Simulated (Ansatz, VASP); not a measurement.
# LiF in VASP and in Ansatz

```
CELL_PARAMETERS angstrom
3.19558 0.00000 0.00000
-1.59779 2.76745 0.00000
0.00000 0.00000 4.69047
ATOMIC_POSITIONS crystal
Li 0.33333 0.66667 0.39127
Li 0.66667 0.33333 0.89127
F 0.33333 0.66667 0.99393
F 0.66667 0.33333 0.49393
```

Alike in both runs: task single point; functional PBE; k mesh 9 × 9 × 6; occupations gaussian, width 0.05 eV; no spin polarisation.

|  | VASP | Ansatz |
| --- | --- | --- |
| version | VASP 6.6.1 | Ansatz 0.2.0 |
| potentials or method | VASP PAW PBE potentials, release 64 (Li_sv, F), cutoff 520 eV | scalar-relativistic, plane waves, PAW |
| valence electrons in the cell | 20 | 20 |

VASP gave:

```
gap on the k mesh at the Fermi level (eV) : 7.48
least direct gap on the mesh (eV)         : 7.48
rms of the force components (eV/Å)        : 0.058
```

**Question.** What did Ansatz give for the same quantities?

**Answer.** gap on the k mesh at the Fermi level (eV): 7.49; least direct gap on the mesh (eV): 7.49; rms of the force components (eV/Å): 0.053.

Atom by atom the forces differ by 0.005 eV/Å (rms over components).

Noted on VASP's run: the cutoff is short for stress, so the pressure is rough.
